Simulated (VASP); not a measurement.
Set up this calculation in VASP 6.6.1, as the native input.

```
Task                   : relaxation of shape and atoms at fixed volume
Functional             : PBE
Potentials or basis    : VASP PAW PBE potentials, release 64 (Ir_sv_GW)
Cutoff                 : 560 eV
k mesh                 : 16 × 16 × 15
Occupations            : fermi-dirac, width 0.05 eV
Spin                   : no spin polarisation
Dipole correction      : no
Further INCAR settings : ALGO = Normal; EDIFF = 1e-07; IBRION = 2; EDIFFG = -0.005; NSW = 50; ISIF = 4
```

The structure of Ir lies in POSCAR:

```
Ir
1.0
    2.3367455132      0.0000000000      0.0000000000
   -1.1683727566      2.0236809766      0.0000000000
    0.0000000000      0.0000000000      2.2840240444
Ir
1
Direct
    0.0000000000      0.0000000000      0.0000000000
```

This isn't the form of Ir at room conditions, which is fcc.

The input as run:

INCAR

```
SYSTEM = Ir
ALGO = Normal
EDIFF = 1E-7
EDIFFG = -0.005
ENCUT = 560
GGA = PE
GGA_COMPAT = .FALSE.
IBRION = 2
ISIF = 4
ISMEAR = -1
LASPH = .TRUE.
LCHARG = .FALSE.
LREAL = .FALSE.
LWAVE = .FALSE.
NELM = 120
NELMIN = 4
NSW = 50
PREC = Accurate
SIGMA = 0.05
```

KPOINTS

```
k-points
0
G
  16 16 15
  0 0 0
```

Potentials or basis: VASP PAW PBE potentials, release 64 (Ir_sv_GW).

Launch:

```bash
$ cat potpaw_PBE.64/Ir_sv_GW/POTCAR > POTCAR
$ mpirun -np 1 vasp_std > vasp.out
```

Results of the run:

| Quantity | Value |
| --- | --- |
| Pressure after relaxing | 277.0 GPa |
| Band gap on the k mesh | zero (an odd number of electrons rules out a gap without spin polarisation) |

Caveat: spin-orbit coupling is left out, which moves the levels of the heavy elements.

Run time: 56 s on 1 thread of AMD EPYC 9R45 96-Core Processor (Zen 5), on a shared host, peak memory 0.12 GiB.
